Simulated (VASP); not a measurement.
Be2Ge, 3 atoms in the cell. It takes space group Fm-3m (No. 225, cubic). The conventional cell has a = 5.357 Å, b = 5.357 Å, c = 5.357 Å, α = 90.00°, β = 90.00°, γ = 90.00°. Ge (site symmetry m-3m) has 8 Be at 2.32 Å within 3.1 Å. Within 3.1 Å of Be (site symmetry -43m) lie 4 Ge at 2.32 Å and 6 Be at 2.68 Å. 

| Property | Result |
| --- | --- |
| Program | VASP 6.6.1 |
| Task | single point |
| Functional | PBE |
| Potentials or basis | VASP PAW PBE potentials, release 64 (Ge_d, Be) |
| Cutoff | 520 eV |
| k mesh | 6 × 6 × 6 |
| Occupations | fermi-dirac, width 0.02 eV |
| Spin | no spin polarisation |
| Dipole correction | no |
| Further INCAR settings | ALGO = Normal; EDIFF = 1e-06; NBANDS = 16 |

Potentials or basis: VASP PAW PBE potentials, release 64 (Ge_d, Be).

Command:

```sh
$ cat potpaw_PBE.64/Ge_d/POTCAR potpaw_PBE.64/Be/POTCAR > POTCAR
$ mpirun -np 1 vasp_std > vasp.out
```

Hardware: 1 thread of Intel Xeon 8259CL, with other jobs on the host.

Task: Estimate the wall time of this run.

Result: Run time: 16 s on 1 thread of Intel Xeon 8259CL, with other jobs on the host, peak memory 0.15 GiB. Counts: scf iterations 12, k points 16.
